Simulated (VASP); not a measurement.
# Al3Ni5 (Cmmm) in VASP: single point with PBEsol

Aim: the single point of Al3Ni5 with PBEsol.

Program: VASP 6.6.1. These are calculated values, not measurements. Logs are shortened: lines on timing, memory, paths and dates and some standing lists are left out, and cuts for length are marked.

## (1) The cell of the first run

The structure is orthorhombic, space group Cmmm (No. 65). The conventional cell has a = 6.587 Å, b = 7.384 Å, c = 3.720 Å, α = 90.00°, β = 90.00°, γ = 90.00°. Al (site symmetry mmm) has 8 Ni at 2.37 to 2.47 Å and 4 Al at 2.78 Å within 3.1 Å. Al (site symmetry m2m) has 10 Ni at 2.44 to 2.54 Å and 2 Al at 2.78 Å within 3.2 Å. Within 3.3 Å of Ni (site symmetry mmm) lie 6 Al at 2.47 to 3.29 Å and 8 Ni at 2.47 to 2.60 Å. Ni (site symmetry 2/m) has 6 Al at 2.47 to 2.49 Å and 8 Ni at 2.47 to 3.29 Å within 3.3 Å. Within 3.1 Å of Ni (site symmetry 2mm) lie 6 Al at 2.37 to 2.54 Å and 7 Ni at 2.60 to 2.95 Å.

## (2) Single point, PBEsol

File INCAR:

```
ALGO = Fast
EDIFF = 1E-7
ENCUT = 520
GGA = PS
ISIF = 2
ISMEAR = 0
LASPH = T
LCHARG = F
LREAL = F
LWAVE = F
NBANDS = 40
NELM = 80
PREC = Accurate
SIGMA = 0.15
```

File KPOINTS:

```
k-points
0
Gamma
  8 8 10
```

File POSCAR:

```
Al3Ni5
1.0
    3.2933322760     -3.6919375971      0.0000000000
    3.2933322760      3.6919375971      0.0000000000
    0.0000000000      0.0000000000      3.7203545651
Al Ni
3 5
Direct
    0.5000000000      0.5000000000      0.0000000000
    0.7796888787      0.2203111213      0.5000000000
    0.2203111213      0.7796888787      0.5000000000
    0.0000000000      0.0000000000      0.0000000000
    0.0000000000      0.5000000000      0.0000000000
    0.5000000000      0.0000000000      0.0000000000
    0.2762373066      0.2762373066      0.5000000000
    0.7237626934      0.7237626934      0.5000000000
```

Potentials or basis: VASP PAW PBE potentials, release 64 (Al, Ni).

The run is started by

```console
cat potpaw_PBE.64/Al/POTCAR potpaw_PBE.64/Ni/POTCAR > POTCAR
mpirun -np 1 vasp_std > vasp.out
```

OUTCAR:

```text
EDIFF = 1E-7
   ENCUT = 520
   GGA = PS
   ISIF = 2
   ISMEAR = 0
   LASPH = T
   LREAL = F
   NELM = 80
   PREC = Accurate

 ion  position               nearest neighbor table
   1  0.500  0.500  0.000-   7 2.37   8 2.37   7 2.37   8 2.37   5 2.47   6 2.47   6 2.47   5 2.47
                             2 2.78   3 2.78   2 2.78   3 2.78
   2  0.780  0.220  0.500-   7 2.44   8 2.44   4 2.47   4 2.47   6 2.49   5 2.49   5 2.49   6 2.49
                             8 2.54   7 2.54   1 2.78   1 2.78   3 3.25   3 3.32   3 3.32
   3  0.220  0.780  0.500-   7 2.44   8 2.44   4 2.47   4 2.47   6 2.49   5 2.49   5 2.49   6 2.49
                             8 2.54   7 2.54   1 2.78   1 2.78   2 3.25   2 3.32   2 3.32
   4  0.000  0.000  0.000-   2 2.47   3 2.47   2 2.47   3 2.47   5 2.47   6 2.47   5 2.47   6 2.47
                             7 2.60   8 2.60   7 2.60   8 2.60
   5  0.000  0.500  0.000-   1 2.47   4 2.47   4 2.47   1 2.47   2 2.49   3 2.49   3 2.49   2 2.49
                             7 2.63   8 2.63   7 2.63   8 2.63
   6  0.500  0.000  0.000-   1 2.47   4 2.47   1 2.47   4 2.47   2 2.49   3 2.49   3 2.49   2 2.49
                             7 2.63   8 2.63   7 2.63   8 2.63
   7  0.276  0.276  0.500-   1 2.37   1 2.37   3 2.44   2 2.44   2 2.54   3 2.54   4 2.60   4 2.60
                             5 2.63   6 2.63   5 2.63   6 2.63   8 2.95
   8  0.724  0.724  0.500-   1 2.37   1 2.37   3 2.44   2 2.44   2 2.54   3 2.54   4 2.60   4 2.60
                             5 2.63   6 2.63   5 2.63   6 2.63   7 2.95

  LATTYP: Found a base centered orthorhombic cell.
 ALAT       =     6.5866645520
 B/A-ratio  =     1.1210340432
 C/A-ratio  =     0.5648313400

  Lattice vectors:

 A1 = (   3.2933322760,  -3.6919375971,   0.0000000000)
 A2 = (   3.2933322760,   3.6919375971,   0.0000000000)
 A3 = (   0.0000000000,   0.0000000000,   3.7203545651)

Analysis of symmetry for initial positions (statically):
=====================================================================
 Subroutine PRICEL returns:
 Original cell was already a primitive cell.

 Routine SETGRP: Setting up the symmetry group for a
 base centered orthorhombic supercell.

 Subroutine GETGRP returns: Found  8 space group operations
 (whereof  8 operations were pure point group operations)
 out of a pool of  8 trial point group operations.

The static configuration has the point symmetry D_2h.

Analysis of symmetry for dynamics (positions and initial velocities):
=====================================================================
 Subroutine PRICEL returns:
 Original cell was already a primitive cell.

 Routine SETGRP: Setting up the symmetry group for a
 base centered orthorhombic supercell.

 Subroutine GETGRP returns: Found  8 space group operations
 (whereof  8 operations were pure point group operations)
 out of a pool of  8 trial point group operations.

The dynamic configuration has the point symmetry D_2h.

 Subroutine INISYM returns: Found  8 space group operations
 (whereof  8 operations are pure point group operations),
 and found     1 'primitive' translations

----------------------------------------------------------------------------------------

                                     Primitive cell

  volume of cell :      90.4699

  direct lattice vectors                    reciprocal lattice vectors
     3.293332276 -3.691937597  0.000000000     0.151821911 -0.135430241  0.000000000
     3.293332276  3.691937597  0.000000000     0.151821911  0.135430241  0.000000000
     0.000000000  0.000000000  3.720354565     0.000000000  0.000000000  0.268791585

  length of vectors
     4.947367047  4.947367047  3.720354565     0.203448379  0.203448379  0.268791585

  position of ions in fractional coordinates (direct lattice)
     0.500000000  0.500000000  0.000000000
     0.779688879  0.220311121  0.500000000
     0.220311121  0.779688879  0.500000000
     0.000000000  0.000000000  0.000000000
     1.000000000  0.500000000  0.000000000
     0.500000000  1.000000000  0.000000000
     0.276237307  0.276237307  0.500000000
     0.723762693  0.723762693  0.500000000

  ion indices of the primitive-cell ions
   primitive index   ion index
                 1           1
                 2           2
                 3           3
                 4           4
                 5           5
                 6           6
                 7           7
                 8           8

----------------------------------------------------------------------------------------

 KPOINTS: k-points

Automatic generation of k-mesh.
 Grid dimensions read from file:
 generate k-points for:    8    8   10

 Generating k-lattice:

  Cartesian coordinates                     Fractional coordinates (reciprocal lattice)
     0.018977739 -0.016928780  0.000000000     0.125000000 -0.000000000  0.000000000
     0.018977739  0.016928780  0.000000000    -0.000000000  0.125000000  0.000000000
     0.000000000  0.000000000  0.026879158     0.000000000  0.000000000  0.100000000

  Length of vectors
     0.025431047  0.025431047  0.026879158

  Shift w.r.t. Gamma in fractional coordinates (k-lattice)
     0.000000000  0.000000000  0.000000000

 Subroutine IBZKPT returns following result:
 ===========================================

 Found    126 irreducible k-points:

 Following reciprocal coordinates:
            Coordinates               Weight
  0.000000  0.000000  0.000000      1.000000
  0.125000  0.000000  0.000000      4.000000
  0.250000  0.000000  0.000000      4.000000
  0.375000  0.000000  0.000000      4.000000
  0.500000  0.000000  0.000000      2.000000
  0.125000  0.125000  0.000000      2.000000
[... 16 lines left out ...]
  0.125000  0.000000  0.100000      8.000000
  0.250000  0.000000  0.100000      8.000000
 [... further k-points ...]
   k-points           NKPTS =    126   k-points in BZ     NKDIM =    126   number of bands    NBANDS=     40
   number of dos      NEDOS =    301   number of ions     NIONS =      8
   total plane-waves  NPLWV =  44800
   dimension x,y,z NGX =    40 NGY =   40 NGZ =   28
   dimension x,y,z NGXF=    80 NGYF=   80 NGZF=   56
   ions per type =               3   5
   NGX,Y,Z   is equivalent  to a cutoff of  13.44, 13.44, 12.51 a.u.
   NGXF,Y,Z  is equivalent  to a cutoff of  26.88, 26.88, 25.02 a.u.
 SYSTEM =  unknown system
   PREC   = accura    normal or accurate (medium, high low for compatibility)
   ISTART =      0    job   : 0-new  1-cont  2-samecut
   ICHARG =      2    charge: 1-file 2-atom 10-const
   ISPIN  =      1    spin polarized calculation?
   LNONCOLLINEAR =      F non collinear calculations
   LSORBIT =      F    spin-orbit coupling
   LASPH  =      T    aspherical Exc in radial PAW
   ENCUT  =  520.0 eV  38.22 Ry    6.18 a.u.   9.20  9.20  6.92*2*pi/ulx,y,z
   NELM   =     80;   NELMIN=  2; NELMDL= -5     # of ELM steps
   EDIFF  = 0.1E-06   stopping-criterion for ELM
   LREAL  =      F    real-space projection
   EDIFFG = 0.1E-05   stopping-criterion for IOM
   NSW    =      0    number of steps for IOM
   IBRION =     -1    ionic relax: 0-MD 1-quasi-New 2-CG
   NFREE  =      0    steps in history (QN), initial steepest desc. (CG)
   ISIF   =      2    stress and relaxation
   ISYM   =      2    0-nonsym 1-usesym 2-fastsym
   POTIM  = 0.5000    time-step for ionic-motion
   TEBEG  =    0.0;   TEEND  =   0.0 temperature during run
   PSTRESS=    0.0 pullay stress
   NELECT =      59.0000    total number of electrons
   NUPDOWN=      -1.0000    fix difference up-down
   EMIN   =  10.00;   EMAX   =-10.00  energy-range for DOS
   EFERMI =   0.00;   METHOD = LEGACY
   ISMEAR =     0;   SIGMA  =   0.15  broadening in eV -4-tet -1-fermi 0-gaus
   EFERMI_NEDOS =   21; number of points for ismear=-14 and -15
   IALGO  =     68    algorithm
   IMIX   =      4    mixing-type and parameters
     AMIX     =   0.40;   BMIX     =  1.00
     AMIX_MAG =   1.60;   BMIX_MAG =  1.00
  volume/ion in A,a.u.               =      11.31        76.32
  Fermi-wavevector in a.u.,A,eV,Ry     =   1.419681  2.682808 27.422461  2.015494
  Thomas-Fermi vector in A             =   2.540676
   LORBIT       =      0    0 simple, 1 ext, 2 COOP (PROOUT), +10 PAW based schemes
   GGA     = PS    functional components
   LHFCALC =     F    Hartree Fock is set to
   AEXX    =    0.0000 exact exchange contribution
   IVDW    =     0    specifies the selected vdW correction
   LEPSILON=     F    determine dielectric tensor
   LRPA    =     F    only Hartree local field effects (RPA)
 non-spin polarized calculation
 RMM-DIIS sequential band-by-band and
 Gauss-broadening in eV      SIGMA  =   0.15
  energy-cutoff  :      520.00
  volume of cell :       90.47
 maximum number of plane-waves:      2461
 NGX is ok and might be reduce to    40
   NGX = 19   NGY = 19   NGZ = 13

 number of electron      58.9999930 magnetization

 Free energy of the ion-electron system (eV)
  ---------------------------------------------------
  ext. energy  EPLUGINS =         0.00000000
  ---------------------------------------------------
  free energy    TOTEN  =       -47.63125596 eV

  energy without entropy =      -47.58821213  energy(sigma->0) =      -47.60973404

 E-fermi :  10.0658     XC(G=0): -12.6260

 val. band max:       10.0633612145   @ k =   0.5000   0.3750   0.5000
 cond. band min:      10.0678458409   @ k =  -0.3750   0.3750   0.4000
 fundamental gap:      0.0044846264
 Fermi energy:        10.0657941889

 k-point     1 :       0.0000    0.0000    0.0000
  band No.  band energies     occupation
      1      -0.8133      2.00000
      2       3.9608      2.00000
      3       4.1080      2.00000
      4       4.9906      2.00000
      5       5.6089      2.00000
      6       5.7507      2.00000
[... 32 lines left out ...]
     39      17.0445      0.00000
     40      17.0730      0.00000

 k-point     2 :       0.1250    0.0000    0.0000
  band No.  band energies     occupation
      1      -0.7149      2.00000
      2       3.3945      2.00000
      3       4.3053      2.00000
      4       5.0152      2.00000
      5       5.5494      2.00000
      6       5.9979      2.00000
[... 32 lines left out ...]
     39      17.2085      0.00000
     40      17.5085      0.00000

 k-point     3 :       0.2500    0.0000    0.0000
  band No.  band energies     occupation
      1      -0.4230      2.00000
      2       2.4954      2.00000
      3       4.4983      2.00000
      4       5.1056      2.00000
      5       5.6018      2.00000
      6       6.0349      2.00000
[... 32 lines left out ...]
     39      17.4668      0.00000
     40      18.2231      0.00000

 k-point     4 :       0.3750    0.0000    0.0000
  band No.  band energies     occupation
      1       0.0477      2.00000
      2       1.5938      2.00000
      3       4.7463      2.00000
      4       5.1602      2.00000
      5       5.5733      2.00000
      6       6.0724      2.00000
[... 32 lines left out ...]
     39      17.2814      0.00000
     40      17.5768      0.00000
[... 772 lines left out ...]
     39      16.7917      0.00000
     40      17.1052      0.00000

 k-point    23 :       0.1250    0.0000    0.1000
  band No.  band energies     occupation
      1      -0.6046      2.00000
      2       3.4600      2.00000
      3       4.3430      2.00000
      4       5.0790      2.00000
      5       5.5533      2.00000
      6       6.0539      2.00000
[... 32 lines left out ...]
     39      17.3487      0.00000
     40      17.6214      0.00000

 k-point    24 :       0.2500    0.0000    0.1000
  band No.  band energies     occupation
      1      -0.3140      2.00000
      2       2.5822      2.00000
      3       4.5389      2.00000
      4       5.1578      2.00000
      5       5.6244      2.00000
      6       6.0685      2.00000
[... 32 lines left out ...]
     39      17.3039      0.00000
     40      17.5623      0.00000

 [... further k-points ...]
[... 5 lines left out ...]
  --------------------------------------------------------------------------------------
  -------------------------------------------------------------------------------------
  Total       -0.0056329      0.1852271      0.2146160     -0.0000000      0.0000000      0.0000000
  in kB       -0.0997566      3.2802805      3.8007417     -0.0000000      0.0000000      0.0000000
  external PRESSURE =       2.3270885 kB  Pullay stress =       0.0000000 kB

 VOLUME and BASIS-vectors are now :
 -----------------------------------------------------------------------------
  energy-cutoff  :      520.00
  volume of cell :       90.47
      direct lattice vectors                 reciprocal lattice vectors
     3.293332276 -3.691937597  0.000000000     0.151821911 -0.135430241  0.000000000
     3.293332276  3.691937597  0.000000000     0.151821911  0.135430241  0.000000000
     0.000000000  0.000000000  3.720354565     0.000000000  0.000000000  0.268791585

 POSITION                                       TOTAL-FORCE (eV/Angst)
 -----------------------------------------------------------------------------------
      3.29333      0.00000      0.00000         0.000000      0.000000     -0.000000
      3.29333     -2.06519      1.86018         0.000000     -0.006129     -0.000000
      3.29333      2.06519      1.86018         0.000000      0.006129      0.000000
      0.00000      0.00000      0.00000        -0.000000      0.000000     -0.000000
      1.64667      1.84597      0.00000         0.000000      0.000000     -0.000000
      1.64667     -1.84597      0.00000        -0.000000      0.000000     -0.000000
      1.81948      0.00000      1.86018        -0.004342      0.000000     -0.000000
      4.76718      0.00000      1.86018         0.004342      0.000000      0.000000
 -----------------------------------------------------------------------------------
    total drift:                               -0.000000     -0.000000      0.000000

  FREE ENERGIE OF THE ION-ELECTRON SYSTEM (eV)
  ---------------------------------------------------
  free  energy   TOTEN  =       -47.6312559552 eV

  energy  without entropy=      -47.5882121280  energy(sigma->0) =      -47.60973404
```

Wall time 12 min (1 thread of Intel Xeon 8259CL, shared host); peak memory 0.45 GiB.

Results:

```yaml
Free_energy: -47.6313 eV
Pressure: 0.2 GPa
Largest_force: 0.006 eV/Å
```

Forces in eV/Å, atoms in the order of the input:
```
Al   0.000  0.000  0.000
Al   0.000 -0.006  0.000
Al   0.000  0.006  0.000
Ni   0.000  0.000  0.000
Ni   0.000  0.000  0.000
Ni   0.000  0.000  0.000
Ni  -0.004  0.000  0.000
Ni   0.004  0.000  0.000
```

Stress tensor (GPa, compression positive):
```
-0.01  0.00  0.00
 0.00  0.33  0.00
 0.00  0.00  0.38
```

Caveat: the PAW data sets were made with another functional, which shifts forces and pressure a little. Spin polarisation is off, so any magnetic state and its effect on volume and gap are missing.
